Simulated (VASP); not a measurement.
# VPt3 in VASP: further runs, part 2 of 2

VASP 6.6.1.

**5. Single point, LDA, collinear spin, ferromagnetic start**

The input, INCAR:

```
PREC = Accurate ; ENCUT = 520
EDIFF = 1E-6 ; ISMEAR = -1
SIGMA = 0.15 ; LREAL = F
LASPH = T ; NELM = 150
ALGO = Normal ; ISIF = 2
LWAVE = F ; LCHARG = T
ISPIN = 2 ; MAGMOM = 1.5 0 0 0
LORBIT = 11 ; LMAXMIX = 4
GGA = CA ; LELF = T
LVHAR = T ; NBANDS = 34
```

The input, KPOINTS:

```
regular mesh
0
Gamma
  6 6 6
```

The input, POSCAR:

```
VPt3
1.0
    3.8700000000      0.0000000000      0.0000000000
    0.0000000000      3.8700000000      0.0000000000
    0.0000000000      0.0000000000      3.8700000000
V Pt
1 3
Direct
    0.0025839793      0.0000000000      0.0000000000
    0.0000000000      0.5000000000      0.5000000000
    0.5000000000      0.0000000000      0.5000000000
    0.5000000000      0.5000000000      0.0000000000
```

Potentials or basis: VASP PAW LDA potentials, release 64 (V_sv, Pt).

Command:

```bash
$ cat potpaw_LDA.64/V_sv/POTCAR potpaw_LDA.64/Pt/POTCAR > POTCAR
$ mpirun -np 1 vasp_std > vasp.out
```

OUTCAR:

```text
PREC = Accurate
   ENCUT = 520
   EDIFF = 1E-6
   ISMEAR = -1
   LREAL = F
   LASPH = T
   NELM = 150
   ISIF = 2
   ISPIN = 2
   LORBIT = 11
   GGA = CA

 ion  position               nearest neighbor table
   1  0.003  0.000  0.000-   3 2.73   4 2.73   3 2.73   4 2.73   2 2.74   2 2.74   2 2.74   2 2.74
                             3 2.74   4 2.74   3 2.74   4 2.74
   2  0.000  0.500  0.500-   3 2.74   4 2.74   4 2.74   3 2.74   3 2.74   4 2.74   4 2.74   3 2.74
                             1 2.74   1 2.74   1 2.74   1 2.74
   3  0.500  0.000  0.500-   1 2.73   1 2.73   4 2.74   2 2.74   4 2.74   2 2.74   4 2.74   4 2.74
                             2 2.74   2 2.74   1 2.74   1 2.74
   4  0.500  0.500  0.000-   1 2.73   1 2.73   3 2.74   2 2.74   3 2.74   2 2.74   3 2.74   3 2.74
                             2 2.74   2 2.74   1 2.74   1 2.74

  LATTYP: Found a simple cubic cell.
 ALAT       =     3.8700000000

  Lattice vectors:

 A1 = (   3.8700000000,   0.0000000000,   0.0000000000)
 A2 = (   0.0000000000,   3.8700000000,   0.0000000000)
 A3 = (   0.0000000000,   0.0000000000,   3.8700000000)

Analysis of symmetry for initial positions (statically):
=====================================================================
 Subroutine PRICEL returns:
 Original cell was already a primitive cell.

 Routine SETGRP: Setting up the symmetry group for a
 simple cubic supercell.

 Subroutine GETGRP returns: Found  8 space group operations
 (whereof  8 operations were pure point group operations)
 out of a pool of 48 trial point group operations.

The static configuration has the point symmetry C_4v.

Analysis of symmetry for dynamics (positions and initial velocities):
=====================================================================
 Subroutine PRICEL returns:
 Original cell was already a primitive cell.

 Routine SETGRP: Setting up the symmetry group for a
 simple cubic supercell.

 Subroutine GETGRP returns: Found  8 space group operations
 (whereof  8 operations were pure point group operations)
 out of a pool of 48 trial point group operations.

The dynamic configuration has the point symmetry C_4v.

Analysis of structural, dynamic, and magnetic symmetry:
=====================================================================
 Subroutine PRICEL returns:
 Original cell was already a primitive cell.

 Routine SETGRP: Setting up the symmetry group for a
 simple cubic supercell.

 Subroutine GETGRP returns: Found  8 space group operations
 (whereof  8 operations were pure point group operations)
 out of a pool of 48 trial point group operations.

The overall configuration has the point symmetry C_4v.

 Subroutine INISYM returns: Found  8 space group operations
 (whereof  8 operations are pure point group operations),
 and found     1 'primitive' translations

----------------------------------------------------------------------------------------

                                     Primitive cell

  volume of cell :      57.9606

  direct lattice vectors                    reciprocal lattice vectors
     3.870000000  0.000000000  0.000000000     0.258397933  0.000000000  0.000000000
     0.000000000  3.870000000  0.000000000     0.000000000  0.258397933  0.000000000
     0.000000000  0.000000000  3.870000000     0.000000000  0.000000000  0.258397933
[... 88 lines left out ...]
   EDIFF  = 0.1E-05   stopping-criterion for ELM
   LREAL  =      F    real-space projection
   EDIFFG = 0.1E-04   stopping-criterion for IOM
   NSW    =      0    number of steps for IOM
   IBRION =     -1    ionic relax: 0-MD 1-quasi-New 2-CG
   NFREE  =      0    steps in history (QN), initial steepest desc. (CG)
   ISIF   =      2    stress and relaxation
   ISYM   =      2    0-nonsym 1-usesym 2-fastsym
   POTIM  = 0.5000    time-step for ionic-motion
   TEBEG  =    0.0;   TEEND  =   0.0 temperature during run
   PSTRESS=    0.0 pullay stress
   NELECT =      43.0000    total number of electrons
   NUPDOWN=      -1.0000    fix difference up-down
   EMIN   =  10.00;   EMAX   =-10.00  energy-range for DOS
   EFERMI =   0.00;   METHOD = LEGACY
   ISMEAR =    -1;   SIGMA  =   0.15  broadening in eV -4-tet -1-fermi 0-gaus
   EFERMI_NEDOS =   21; number of points for ismear=-14 and -15
   IALGO  =     38    algorithm
   IMIX   =      4    mixing-type and parameters
     AMIX     =   0.40;   BMIX     =  1.00
     AMIX_MAG =   1.60;   BMIX_MAG =  1.00
  volume/ion in A,a.u.               =      14.49        97.78
  Fermi-wavevector in a.u.,A,eV,Ry     =   1.482018  2.800607 29.883511  2.196376
  Thomas-Fermi vector in A             =   2.595856
   LORBIT       =     11    0 simple, 1 ext, 2 COOP (PROOUT), +10 PAW based schemes
   GGA     = CA    functional components
   LHFCALC =     F    Hartree Fock is set to
   AEXX    =    0.0000 exact exchange contribution
   IVDW    =     0    specifies the selected vdW correction
   LEPSILON=     F    determine dielectric tensor
   LRPA    =     F    only Hartree local field effects (RPA)
 spin polarized calculation
  energy-cutoff  :      520.00
  volume of cell :       57.96
 maximum number of plane-waves:      1596
 NGX is ok and might be reduce to    30
   NGX = 15   NGY = 15   NGZ = 15

 number of electron      42.9999992 magnetization      -0.0027096

 number of electron      42.9999992 magnetization       0.0020542

 Free energy of the ion-electron system (eV)
  ---------------------------------------------------
  ext. energy  EPLUGINS =         0.00000000
  ---------------------------------------------------
  free energy    TOTEN  =       -34.28078219 eV

  energy without entropy =      -33.86098136  energy(sigma->0) =      -34.07088178

 E-fermi :  11.6030     XC(G=0): -13.6555

 val. band max:       11.6016925201   @ k =   0.3333   0.3333   0.1667
 cond. band min:      11.6046813066   @ k =   0.3333   0.0000   0.0000
 fundamental gap:      0.0029887865
 Fermi energy:        11.6029574245

 spin component 1

 k-point     1 :       0.0000    0.0000    0.0000
  band No.  band energies     occupation
      1     -52.6387      1.00000
      2     -26.8925      1.00000
      3     -26.8925      1.00000
      4     -26.8925      1.00000
      5       1.3184      1.00000
      6       4.0595      1.00000
[... 853 lines left out ...]
     32      23.4980      0.00000
     33      24.0679      0.00000

 [... further k-points ...]

 spin component 2

 k-point     1 :       0.0000    0.0000    0.0000
  band No.  band energies     occupation
      1     -52.6369      1.00000
      2     -26.8907      1.00000
      3     -26.8907      1.00000
      4     -26.8907      1.00000
      5       1.3185      1.00000
      6       4.0595      1.00000
[... 853 lines left out ...]
     32      23.4983      0.00000
     33      24.0683      0.00000

 [... further k-points ...]

 [bands above 33 left out]

------------------------ aborting loop because EDIFF is reached ----------------------------------------

  FORCE on cell =-STRESS in cart. coord.  units (eV):
  Direction    XX          YY          ZZ          XY          YZ          ZX
  --------------------------------------------------------------------------------------
  -------------------------------------------------------------------------------------
  Total       -1.9717142     -1.9723143     -1.9723143      0.0000000     -0.0000000      0.0000000
  in kB      -54.5031570    -54.5197452    -54.5197452      0.0000000     -0.0000000      0.0000000
  external PRESSURE =     -54.5142158 kB  Pullay stress =       0.0000000 kB

 VOLUME and BASIS-vectors are now :
 -----------------------------------------------------------------------------
  energy-cutoff  :      520.00
  volume of cell :       57.96
      direct lattice vectors                 reciprocal lattice vectors
     3.870000000  0.000000000  0.000000000     0.258397933  0.000000000  0.000000000
     0.000000000  3.870000000  0.000000000     0.000000000  0.258397933  0.000000000
     0.000000000  0.000000000  3.870000000     0.000000000  0.000000000  0.258397933

 POSITION                                       TOTAL-FORCE (eV/Angst)
 -----------------------------------------------------------------------------------
      0.01000      0.00000      0.00000        -0.037895     -0.000000      0.000000
      0.00000      1.93500      1.93500         0.011042      0.000000     -0.000000
      1.93500      0.00000      1.93500         0.013427      0.000000     -0.000000
      1.93500      1.93500      0.00000         0.013427      0.000000     -0.000000
 -----------------------------------------------------------------------------------
    total drift:                                0.000183      0.000000     -0.000001

  FREE ENERGIE OF THE ION-ELECTRON SYSTEM (eV)
  ---------------------------------------------------
  free  energy   TOTEN  =       -34.2807821914 eV

  energy  without entropy=      -33.8609813602  energy(sigma->0) =      -34.07088178

 total charge

# of ion       s       p       d       tot
------------------------------------------
    1        2.265   6.192   2.966  11.423
    2        0.702   0.696   8.056   9.454
    3        0.702   0.696   8.056   9.454
    4        0.702   0.696   8.056   9.454
--------------------------------------------------
tot          4.371   8.280  27.134  39.785

 magnetization (x)

# of ion       s       p       d       tot
------------------------------------------
    1        0.000   0.000   0.003   0.003
    2       -0.000   0.000   0.000   0.000
    3       -0.000   0.000   0.000   0.000
    4       -0.000   0.000   0.000   0.000
--------------------------------------------------
tot         -0.000   0.000   0.003   0.003
```

OSZICAR:

```text
N       E                     dE             d eps       ncg     rms          rms(c)
DAV:   1     0.354733022927E+03    0.35473E+03   -0.21251E+04  5440   0.130E+03
[... 11 lines left out ...]
DAV:  13    -0.342829374691E+02    0.23574E-01   -0.53242E-02  5924   0.118E+00    0.494E-01
DAV:  14    -0.342809890924E+02    0.19484E-02   -0.59693E-03  6084   0.374E-01    0.208E-01
DAV:  15    -0.342808176315E+02    0.17146E-03   -0.61975E-04  5750   0.162E-01    0.775E-02
DAV:  16    -0.342807952067E+02    0.22425E-04   -0.26567E-05  6050   0.389E-02    0.412E-02
DAV:  17    -0.342807847938E+02    0.10413E-04   -0.52727E-05  6010   0.384E-02    0.230E-02
DAV:  18    -0.342807825218E+02    0.22720E-05   -0.66864E-06  4756   0.145E-02    0.713E-03
DAV:  19    -0.342807821914E+02    0.33047E-06   -0.56187E-06  4410   0.125E-02
   1 F= -.34280782E+02 E0= -.34070882E+02  d E =-.419801E+00  mag=    -0.0007
```

Wall time 91 s (1 thread of Intel Xeon 6975P-C (Granite Rapids), shared host); peak memory 0.23 GiB.

Results:

```yaml
Free_energy: -34.2808 eV
Pressure: -5.5 GPa
Largest_force: 0.038 eV/Å
Net_moment: 0.00 μB per cell
Valence_electrons_inside_the_program's_atomic_spheres: V 11.42; Pt 9.45
```

Forces in eV/Å, atoms in the order of the input:
```
V   -0.038  0.000  0.000
Pt   0.011  0.000  0.000
Pt   0.013  0.000  0.000
Pt   0.013  0.000  0.000
```

Caveat: the cell stands under tension; the moments typed at the start vanished in this run; spin-orbit coupling is left out, which moves the levels of the heavy elements.

**6. The runs side by side**

```csv
cell,gap on the mesh (eV),pressure (GPa),moment (μB),largest force (eV/Å)
"as given, atomic positions A",none,-5.4,0.00,-
"as given, atomic positions B",none,-5.4,0.00,0.08
"as given, atomic positions C",none,-5.5,0.00,0.04
```

Alike in all rows: task single point; level LDA; potentials or basis VASP PAW LDA potentials, release 64 (V_sv, Pt); spin collinear, ferromagnetic start; k mesh 6 × 6 × 6; cutoff (eV) 520; smearing fermi-dirac 0.15 eV.

Caveats: the cell stands under tension; the moments typed at the start vanished in this run; spin-orbit coupling is left out, which moves the levels of the heavy elements.

Absolute energies hang on the potentials; compare differences alone.
